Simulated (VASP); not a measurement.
Wanted: the native input for a VASP 6.6.1 run.

```yaml
Task: single point
Functional: PBE
Potentials_or_basis: VASP PAW PBE potentials, release 64 (Na_pv)
Cutoff: 500 eV
k_mesh: 8 × 8 × 8
Occupations: tetrahedron
Spin: no spin polarisation
Dipole_correction: no
Further_INCAR_settings: ALGO = Normal; EDIFF = 1e-06; NBANDS = 10
```

The structure of Na lies in POSCAR:

```
Na
1.0
   -2.1040267987      2.1040267987      2.1040267987
    2.1040267987     -2.1040267987      2.1040267987
    2.1040267987      2.1040267987     -2.1040267987
Na
1
Direct
    0.0000000000      0.0000000000      0.0000000000
```

These files were run (other wordings do the same):

INCAR

```
SYSTEM = Na
  ALGO = Normal
  EDIFF = 1E-6
  ENCUT = 500
  GGA = PE
  GGA_COMPAT = .FALSE.
  ISIF = 2
  ISMEAR = -4
  LASPH = .TRUE.
  LCHARG = .FALSE.
  LREAL = .FALSE.
  LWAVE = .FALSE.
  NBANDS = 10
  NELM = 120
  PREC = Accurate
  SIGMA = 0.1
```

KPOINTS

```
k-points
0
G
  8 8 8
  0 0 0
```

Potentials or basis: VASP PAW PBE potentials, release 64 (Na_pv).

Launch:

```console
$ cat potpaw_PBE.64/Na_pv/POTCAR > POTCAR
$ mpirun -np 1 vasp_std > vasp.out
```

Results of the run:

| Property | Result |
| --- | --- |
| Pressure | 0.1 GPa |

It took 5.4 s on 1 thread of Intel(R) Xeon(R) Platinum 8488C (Sapphire Rapids), on a shared host, peak memory 0.15 GiB.
